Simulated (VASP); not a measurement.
# C (P1) in VASP: notebook

C is run at these levels: LDA; tasks: single point.

All numbers are computed with VASP 6.6.1; they aren't measurements. Logs are shortened: lines on timing, memory, paths and dates and some standing lists are left out, and cuts for length are marked.

## 1. The cell of the first run

The typed cell holds 8 atoms: a = 4.817 Å, b = 4.817 Å, c = 2.486 Å, α = 90.00°, β = 90.00°, γ = 128.22°.

## 2. Single point, LDA (atom 5 (C) moved +0.375 Å towards its neighbour atom 2 (C) at 1.515 Å)

Input file INCAR:

```
SYSTEM = C
PREC     = Accurate       ! precision mode
ENCUT    = 520            ! plane-wave cutoff, eV
EDIFF    = 1E-7           ! SCF threshold, eV
ISMEAR   = 0              ! smearing method
SIGMA    = 0.05           ! smearing width, eV
LREAL    = .FALSE.        ! projectors in reciprocal space
LASPH    = .TRUE.         ! aspherical terms in the spheres
NELM     = 60             ! most SCF steps
ALGO     = Normal         ! electronic algorithm
ISIF     = 2              ! what is computed and relaxed
LWAVE    = .FALSE.        ! write WAVECAR
LCHARG   = .TRUE.         ! write CHGCAR
LELF     = .TRUE.         ! ELF
LVHAR    = .TRUE.       
NBANDS   = 26             ! bands
```

Input file KPOINTS:

```
regular mesh
0
G
  6 6 10
  0 0 0
```

Input file POSCAR:

```
C
1.0
    2.1032727620     -4.3337146136      0.0000000000
    2.1032727620      4.3337146136      0.0000000000
    0.0000000000      0.0000000000      2.4856616114
C
8
Direct
    0.6482879639      0.9815881366      0.0000000000
    0.3517120361      0.0184118634      0.0000000000
    0.0184118634      0.3517120361      0.0000000000
    0.9815881366      0.6482879639      0.0000000000
    0.3914738128      0.1746723788      0.3762322778
    0.5954459046      0.7739231852      0.5000000000
    0.7739231852      0.5954459046      0.5000000000
    0.2260768148      0.4045540954      0.5000000000
```

Potentials or basis: VASP PAW LDA potentials, release 64 (C).

The run is started by

```sh
$ cat potpaw_LDA.64/C/POTCAR > POTCAR
$ mpirun -np 1 vasp_std > vasp.out
```

OUTCAR:

```text
SYSTEM = C
   PREC = Accurate
   ENCUT = 520
   EDIFF = 1E-7
   ISMEAR = 0
   LREAL = .FALSE.
   LASPH = .TRUE.
   NELM = 60
   ISIF = 2

 ion  position               nearest neighbor table
   1  0.648  0.982  0.000-   6 1.51   6 1.51   2 1.54   3 1.56
   2  0.352  0.018  0.000-   5 1.14   1 1.54   4 1.56   5 1.68
   3  0.018  0.352  0.000-   8 1.51   8 1.51   4 1.54   1 1.56
   4  0.982  0.648  0.000-   7 1.51   7 1.51   3 1.54   2 1.56
   5  0.391  0.175  0.376-   2 1.14   2 1.68   7 1.73   8 1.75
   6  0.595  0.774  0.500-   1 1.51   1 1.51   7 1.55   8 1.55
   7  0.774  0.595  0.500-   4 1.51   4 1.51   6 1.55   5 1.73
   8  0.226  0.405  0.500-   3 1.51   3 1.51   6 1.55   5 1.75

  LATTYP: Found a base centered orthorhombic cell.
 ALAT       =     4.2065455240
 B/A-ratio  =     2.0604624811
 C/A-ratio  =     0.5909032952

  Lattice vectors:

 A1 = (   2.1032727620,  -4.3337146136,   0.0000000000)
 A2 = (   2.1032727620,   4.3337146136,   0.0000000000)
 A3 = (   0.0000000000,   0.0000000000,   2.4856616114)

Analysis of symmetry for initial positions (statically):
=====================================================================
 Subroutine PRICEL returns:
 Original cell was already a primitive cell.

 Routine SETGRP: Setting up the symmetry group for a
 base centered orthorhombic supercell.

 Subroutine GETGRP returns: Found  1 space group operations
 (whereof  1 operations were pure point group operations)
 out of a pool of  8 trial point group operations.

The static configuration has the point symmetry C_1 .

Analysis of symmetry for dynamics (positions and initial velocities):
=====================================================================
 Subroutine PRICEL returns:
 Original cell was already a primitive cell.

 Routine SETGRP: Setting up the symmetry group for a
 base centered orthorhombic supercell.

 Subroutine GETGRP returns: Found  1 space group operations
 (whereof  1 operations were pure point group operations)
 out of a pool of  8 trial point group operations.

The dynamic configuration has the point symmetry C_1 .

 Subroutine INISYM returns: Found  1 space group operations
 (whereof  1 operations are pure point group operations),
 and found     1 'primitive' translations

----------------------------------------------------------------------------------------

                                     Primitive cell

  volume of cell :      45.3135

  direct lattice vectors                    reciprocal lattice vectors
     2.103272762 -4.333714614  0.000000000     0.237724754 -0.115374464  0.000000000
     2.103272762  4.333714614  0.000000000     0.237724754  0.115374464  0.000000000
     0.000000000  0.000000000  2.485661611     0.000000000  0.000000000  0.402307376

  length of vectors
     4.817140092  4.817140092  2.485661611     0.264242929  0.264242929  0.402307376

  position of ions in fractional coordinates (direct lattice)
     0.648287964  0.981588137  0.000000000
     0.351712036  0.018411863  0.000000000
     0.018411863  0.351712036  0.000000000
     0.981588137  0.648287964  0.000000000
     0.391473813  0.174672379  0.376232278
     0.595445905  0.773923185  0.500000000
     0.773923185  0.595445905  0.500000000
     0.226076815  0.404554095  0.500000000

  ion indices of the primitive-cell ions
   primitive index   ion index
                 1           1
                 2           2
                 3           3
                 4           4
                 5           5
                 6           6
                 7           7
                 8           8

----------------------------------------------------------------------------------------

 KPOINTS: regular mesh

Automatic generation of k-mesh.
 Grid dimensions read from file:
 generate k-points for:    6    6   10

 Generating k-lattice:

  Cartesian coordinates                     Fractional coordinates (reciprocal lattice)
     0.039620792 -0.019229077  0.000000000     0.166666667  0.000000000  0.000000000
     0.039620792  0.019229077  0.000000000     0.000000000  0.166666667  0.000000000
     0.000000000  0.000000000  0.040230738     0.000000000  0.000000000  0.100000000

  Length of vectors
     0.044040488  0.044040488  0.040230738

  Shift w.r.t. Gamma in fractional coordinates (k-lattice)
     0.000000000  0.000000000  0.000000000

 Subroutine IBZKPT returns following result:
 ===========================================

 Found    184 irreducible k-points:

 Following reciprocal coordinates:
            Coordinates               Weight
  0.000000  0.000000  0.000000      1.000000
  0.166667  0.000000  0.000000      2.000000
  0.000000  0.166667  0.000000      2.000000
  0.333333  0.000000  0.000000      2.000000
  0.000000  0.333333  0.000000      2.000000
  0.500000  0.000000  0.000000      1.000000
[... 16 lines left out ...]
 -0.166667 -0.000000  0.100000      2.000000
  0.000000  0.166667 -0.100000      2.000000
 [... further k-points ...]
   k-points           NKPTS =    184   k-points in BZ     NKDIM =    184   number of bands    NBANDS=     26
   number of dos      NEDOS =    301   number of ions     NIONS =      8
   total plane-waves  NPLWV =  23328
   dimension x,y,z NGX =    36 NGY =   36 NGZ =   18
   dimension x,y,z NGXF=    72 NGYF=   72 NGZF=   36
   ions per type =               8
   NGX,Y,Z   is equivalent  to a cutoff of  12.42, 12.42, 12.04 a.u.
   NGXF,Y,Z  is equivalent  to a cutoff of  24.85, 24.85, 24.08 a.u.
 SYSTEM =  C
   PREC   = accura    normal or accurate (medium, high low for compatibility)
   ISTART =      0    job   : 0-new  1-cont  2-samecut
   ICHARG =      2    charge: 1-file 2-atom 10-const
   ISPIN  =      1    spin polarized calculation?
   LNONCOLLINEAR =      F non collinear calculations
   LSORBIT =      F    spin-orbit coupling
   LASPH  =      T    aspherical Exc in radial PAW
   ENCUT  =  520.0 eV  38.22 Ry    6.18 a.u.   8.96  8.96  4.62*2*pi/ulx,y,z
   NELM   =     60;   NELMIN=  2; NELMDL= -5     # of ELM steps
   EDIFF  = 0.1E-06   stopping-criterion for ELM
   LREAL  =      F    real-space projection
   EDIFFG = 0.1E-05   stopping-criterion for IOM
   NSW    =      0    number of steps for IOM
   IBRION =     -1    ionic relax: 0-MD 1-quasi-New 2-CG
   NFREE  =      0    steps in history (QN), initial steepest desc. (CG)
   ISIF   =      2    stress and relaxation
   ISYM   =      2    0-nonsym 1-usesym 2-fastsym
   POTIM  = 0.5000    time-step for ionic-motion
   TEBEG  =    0.0;   TEEND  =   0.0 temperature during run
   PSTRESS=    0.0 pullay stress
   NELECT =      32.0000    total number of electrons
   NUPDOWN=      -1.0000    fix difference up-down
   EMIN   =  10.00;   EMAX   =-10.00  energy-range for DOS
   EFERMI =   0.00;   METHOD = LEGACY
   ISMEAR =     0;   SIGMA  =   0.05  broadening in eV -4-tet -1-fermi 0-gaus
   EFERMI_NEDOS =   21; number of points for ismear=-14 and -15
   IALGO  =     38    algorithm
   IMIX   =      4    mixing-type and parameters
     AMIX     =   0.40;   BMIX     =  1.00
     AMIX_MAG =   1.60;   BMIX_MAG =  1.00
  volume/ion in A,a.u.               =       5.66        38.22
  Fermi-wavevector in a.u.,A,eV,Ry     =   1.457859  2.754954 28.917181  2.125353
  Thomas-Fermi vector in A             =   2.574611
   LORBIT       =      0    0 simple, 1 ext, 2 COOP (PROOUT), +10 PAW based schemes
   GGA     = CA    functional components
   LHFCALC =     F    Hartree Fock is set to
   AEXX    =    0.0000 exact exchange contribution
   IVDW    =     0    specifies the selected vdW correction
   LEPSILON=     F    determine dielectric tensor
   LRPA    =     F    only Hartree local field effects (RPA)
 non-spin polarized calculation
 Gauss-broadening in eV      SIGMA  =   0.05
  energy-cutoff  :      520.00
  volume of cell :       45.31
 maximum number of plane-waves:      1238
   NGX = 17   NGY = 17   NGZ =  9

 number of electron      32.0000003 magnetization

 Free energy of the ion-electron system (eV)
  ---------------------------------------------------
  ext. energy  EPLUGINS =         0.00000000
  ---------------------------------------------------
  free energy    TOTEN  =       -75.11720337 eV

  energy without entropy =      -75.11720337  energy(sigma->0) =      -75.11720337

 E-fermi :  11.2872     XC(G=0): -13.4523

 val. band max:       11.0223898074   @ k =   0.5000   0.5000   0.0000
 cond. band min:      11.8116111194   @ k =   0.0000   0.0000   0.0000
 fundamental gap:      0.7892213121
 Fermi energy:        11.2871982160

 k-point     1 :       0.0000    0.0000    0.0000
  band No.  band energies     occupation
      1     -11.9505      2.00000
      2      -7.1268      2.00000
      3      -5.6616      2.00000
      4      -4.9702      2.00000
      5      -4.2939      2.00000
      6      -2.6667      2.00000
[... 18 lines left out ...]
     25      20.2095      0.00000
     26      20.4019      0.00000

 k-point     2 :       0.1667    0.0000    0.0000
  band No.  band energies     occupation
      1     -11.7360      2.00000
      2      -7.3668      2.00000
      3      -6.5732      2.00000
      4      -5.5671      2.00000
      5      -3.7542      2.00000
      6      -1.5264      2.00000
[... 18 lines left out ...]
     25      20.4340      0.00000
     26      20.9876      0.00000

 k-point     3 :       0.0000    0.1667    0.0000
  band No.  band energies     occupation
      1     -11.7332      2.00000
      2      -7.4492      2.00000
      3      -6.5759      2.00000
      4      -5.3191      2.00000
      5      -3.9265      2.00000
      6      -1.5803      2.00000
[... 572 lines left out ...]
 k-point    23 :      -0.1667   -0.0000    0.1000
  band No.  band energies     occupation
      1     -11.5535      2.00000
      2      -7.2247      2.00000
      3      -6.4032      2.00000
      4      -5.3999      2.00000
      5      -3.6078      2.00000
      6      -1.3801      2.00000
[... 18 lines left out ...]
     25      19.9819      0.00000
     26      21.8920      0.00000

 k-point    24 :       0.0000    0.1667   -0.1000
  band No.  band energies     occupation
      1     -11.5503      2.00000
      2      -7.3026      2.00000
      3      -6.4010      2.00000
      4      -5.1491      2.00000
      5      -3.8203      2.00000
      6      -1.4260      2.00000
[... 18 lines left out ...]
     25      20.1013      0.00000
     26      21.8880      0.00000

 [... further k-points ...]

------------------------ aborting loop because EDIFF is reached ----------------------------------------

  FORCE on cell =-STRESS in cart. coord.  units (eV):
  Direction    XX          YY          ZZ          XY          YZ          ZX
  --------------------------------------------------------------------------------------
  -------------------------------------------------------------------------------------
  Total        3.1064887      5.1983500     14.5833438      2.2918095      7.4164922      5.1331731
  in kB      109.8379593    183.8011366    515.6319144     81.0328661    262.2293016    181.4966369
  external PRESSURE =     269.7570034 kB  Pullay stress =       0.0000000 kB

 VOLUME and BASIS-vectors are now :
 -----------------------------------------------------------------------------
  energy-cutoff  :      520.00
  volume of cell :       45.31
      direct lattice vectors                 reciprocal lattice vectors
     2.103272762 -4.333714614  0.000000000     0.237724754 -0.115374464  0.000000000
     2.103272762  4.333714614  0.000000000     0.237724754  0.115374464  0.000000000
     0.000000000  0.000000000  2.485661611     0.000000000  0.000000000  0.402307376

 POSITION                                       TOTAL-FORCE (eV/Angst)
 -----------------------------------------------------------------------------------
      3.42807      1.44443      0.00000         0.024192     -1.164589     -0.342898
      0.77847     -1.44443      0.00000        -9.292814    -11.616311    -20.867738
      0.77847      1.44443      0.00000        -0.052451     -0.186526      0.152541
      3.42807     -1.44443      0.00000        -1.054009     -0.049293     -0.383959
      1.19076     -0.93956      0.93519        12.565934     15.490306     24.789763
      2.88016      0.77347      1.24283        -1.009790     -1.145459      0.186403
      2.88016     -0.77347      1.24283        -0.444548     -0.635257     -1.747994
      1.32639      0.77347      1.24283        -0.736514     -0.692871     -1.786118
 -----------------------------------------------------------------------------------
    total drift:                                0.000014      0.000148      0.000145

  FREE ENERGIE OF THE ION-ELECTRON SYSTEM (eV)
  ---------------------------------------------------
  free  energy   TOTEN  =       -75.1172033716 eV

  energy  without entropy=      -75.1172033716  energy(sigma->0) =      -75.11720337
```

Run time: 3.6 min. Hardware: 1 thread of Intel Xeon 8259CL, shared host; peak memory 0.24 GiB.

Results:

```
Free energy            : -75.1172 eV
Pressure               : 27.0 GPa
Largest force          : 31.818 eV/Å
Band gap on the k mesh : 0.79 eV (least direct gap 1.32 eV)
```

Forces on the atoms (eV/Å):
```
C     0.024  -1.165  -0.343
C    -9.293 -11.616 -20.868
C    -0.052  -0.187   0.153
C    -1.054  -0.049  -0.384
C    12.566  15.490  24.790
C    -1.010  -1.145   0.186
C    -0.445  -0.635  -1.748
C    -0.737  -0.693  -1.786
```

Caveat: the cell differs from its parent crystal (atom 5 (C) moved +0.375 Å towards its neighbour atom 2 (C) at 1.515 Å); the cell stands under pressure; forces of over 1 eV/Å act on the atoms, so gaps and moduli don't describe the material at rest. A k mesh can miss the band edges.

(Continued in part 2 of 2.)
